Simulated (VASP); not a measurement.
**PbS: single point with PBE**

The system is PbS.

```
Pb S
1.0
     0.00357   -4.25002    0.00106
     2.12685   -2.12599   -3.00292
     6.42113   -2.13110    3.03358
Pb S
2 2
Direct
  0.12128 0.62102 0.13940
  0.62112 0.12097 0.63940
  0.37882 0.87905 0.36061
  0.87878 0.37896 0.86059
```

```json
{
 "Program": "VASP 6.6.1",
 "Task": "single point",
 "Functional": "PBE",
 "Potentials or basis": "VASP PAW PBE potentials, release 64 (Pb_d, S)",
 "Cutoff": "520 eV",
 "k mesh": "4 × 4 × 4",
 "Occupations": "gaussian, width 0.1 eV",
 "Spin": "no spin polarisation",
 "Dipole correction": "no",
 "Further INCAR settings": "ALGO = Normal; EDIFF = 1e-07; NBANDS = 28"
}
```

- Pressure: 0.0 GPa
- Largest force: 0.020 eV/Å
- Band gap on the k mesh: 0.64 eV

Forces on the atoms (eV/Å):
```
Pb  -0.017  0.003 -0.010
Pb  -0.017  0.002 -0.010
S    0.016 -0.002  0.011
S    0.017 -0.002  0.010
```

Levels at points of the mesh, in eV from the valence-band top:
| k point | band 17 | band 18 | band 19 | band 20 | band 21 | band 22 | band 23 | band 24 |
| --- | --- | --- | --- | --- | --- | --- | --- | --- |
| (0.00, 0.00, 0.00) | -1.85 | -1.56 | -1.55 | -0.21 | 0.86 | 2.22 | 2.23 | 4.85 |
| (0.50, 0.00, 0.00) | -2.49 | -2.49 | -1.94 | -1.94 | 2.89 | 2.89 | 3.95 | 3.95 |
| (0.00, 0.50, 0.00) | -2.49 | -2.49 | -1.94 | -1.94 | 2.89 | 2.89 | 3.95 | 3.95 |
| (0.50, 0.50, 0.00) | -3.03 | -1.62 | -1.61 | 0.00 | 0.64 | 2.24 | 2.30 | 3.91 |
| (0.00, 0.00, 0.50) | -1.75 | -1.75 | -1.03 | -1.03 | 2.45 | 2.45 | 3.36 | 3.36 |
| (0.50, 0.00, 0.50) | -3.02 | -1.63 | -1.59 | -0.02 | 0.66 | 2.23 | 2.30 | 3.87 |
| (0.00, 0.50, 0.50) | -3.02 | -1.63 | -1.59 | -0.02 | 0.65 | 2.23 | 2.30 | 3.88 |
| (0.50, 0.50, 0.50) | -2.48 | -2.48 | -1.93 | -1.93 | 2.90 | 2.90 | 3.95 | 3.96 |

Run time: 70 s on 1 thread of AMD EPYC 9R45 96-Core Processor (Zen 5), with other jobs on the host, peak memory 0.24 GiB.

Caveat: the k points lie up to 0.43 Å⁻¹ apart; spin-orbit coupling is left out, which moves the levels of the heavy elements. A k mesh can miss the band edges.
